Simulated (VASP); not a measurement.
A run of VASP 6.6.1 is set up as follows.

Contents of INCAR:

```
SYSTEM = BaZrO3
PREC = Accurate ; ENCUT = 520
EDIFF = 1E-6 ; ISMEAR = 0
SIGMA = 0.05 ; LREAL = .FALSE.
LASPH = .TRUE. ; NELM = 100
ALGO = Normal ; ISIF = 2
LWAVE = .FALSE. ; LCHARG = .TRUE.
GGA = CA ; LELF = .TRUE.
LVHAR = .TRUE. ; NBANDS = 28
```

Contents of KPOINTS:

```
Automatic mesh
0
G
  6 6 6
  0 0 0
```

The input POSCAR:

```
BaZrO3
1.0
    4.1474542849      0.0000000000      0.0000000000
    0.0000000000      4.3755642706      0.0000000000
    0.0000000000      0.0000000000      4.1474542849
Ba Zr O
1 1 3
Direct
    0.5000000000      0.5000000000      0.5000000000
    0.0000000000      0.0000000000      0.0000000000
    0.5000000000      0.0000000000      0.0000000000
    0.0000000000      0.5000000000      0.0000000000
    0.0000000000      0.0000000000      0.5000000000
```

Potentials or basis: VASP PAW LDA potentials, release 64 (Ba_sv, Zr_sv, O).

Launch:

```sh
$ cat potpaw_LDA.64/Ba_sv/POTCAR potpaw_LDA.64/Zr_sv/POTCAR potpaw_LDA.64/O/POTCAR > POTCAR
$ mpirun -np 1 vasp_std > vasp.out
```

(1) Predict the band gap on the k mesh.

(2) Predict the pressure.

Results:

(1) 2.90 eV, indirect (least direct gap 3.16 eV).

(2) -6.4 GPa.

Caveat: the cell differs from its parent crystal (normal strain along x +0.0000, normal strain along y +0.0550); spin-orbit coupling is left out, which moves the levels of the heavy elements.
